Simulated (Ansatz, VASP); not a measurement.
## RbPt3: VASP beside Ansatz

Contents of INCAR:

```
PREC = Accurate
ENCUT = 600
EDIFF = 1E-6
ISMEAR = 0
SIGMA = 0.1
LREAL = False
LASPH = True
NELM = 100
ALGO = Fast
ISIF = 3
LWAVE = False
LCHARG = False
GGA = PE
IBRION = 2
NSW = 90
EDIFFG = -0.04
```

The input KPOINTS:

```
regular mesh
0
Gamma
  4 4 4
```

Contents of POSCAR:

```
RbPt3
1.0
    4.3917528874      0.0000000000      0.0000000000
    0.0000000000      4.3917528874      0.0000000000
    0.0000000000      0.0000000000      4.3917528874
Rb Pt
1 3
Direct
    0.0000000000      0.0000000000      0.0000000000
    0.0000000000      0.5000000000      0.5000000000
    0.5000000000      0.0000000000      0.5000000000
    0.5000000000      0.5000000000      0.0000000000
```

Input for Ansatz:

```yaml
crystal:
  lattice:
    - [4.3917528874, 0.0, 0.0]
    - [0.0, 4.3917528874, 0.0]
    - [0.0, 0.0, 4.3917528874]
  atoms:
    - { symbol: Rb, position: [0.0, 0.0, 0.0] }
    - { symbol: Pt, position: [0.0, 0.5, 0.5] }
    - { symbol: Pt, position: [0.5, 0.0, 0.5] }
    - { symbol: Pt, position: [0.5, 0.5, 0.0] }
basis:
  ecutwfc: 420
kpoints:
  mp_grid: { grid: [4, 4, 4] }
hamiltonian:
  xc: pbe
scf:
  occupations: { method: gaussian, width: 0.1 }
  lower_state_search: "off"
output:
  forces: true
  stress: true
  eigenvalues: true
relax:
  adjacent_minimum: "off"
  f_tol: 0.04
  max_steps: 70
  cell: { stress_tol: 0.4 }
```

Alike in both runs: task relaxation of cell and atoms; functional PBE; k mesh 4 × 4 × 4; occupations gaussian, width 0.1 eV; no spin polarisation.

```csv
,VASP,Ansatz
version,VASP 6.6.1,Ansatz 0.2.0
potentials or method,"VASP PAW PBE potentials, release 64 (Rb_sv, Pt), cutoff 600 eV","scalar-relativistic, plane waves, PAW"
valence electrons in the cell,39,63
```

```csv
,VASP,Ansatz,Ansatz less VASP
"gap on the k mesh at the Fermi level, each at its own relaxed structure (eV)",none,none,-
relaxed volume (Å³/atom),19.20,19.16,-0.040
relaxed length of the cell vector where the two differ most in proportion (Å),4.251,4.248,-0.0030
```

A gap of «none» marks a metal or a gap that the smearing closes. VASP's potentials hold 39 valence electrons a cell and Ansatz's 63, so a difference there can come from the potentials and not from the codes.

Neither program's run includes spin-orbit coupling.
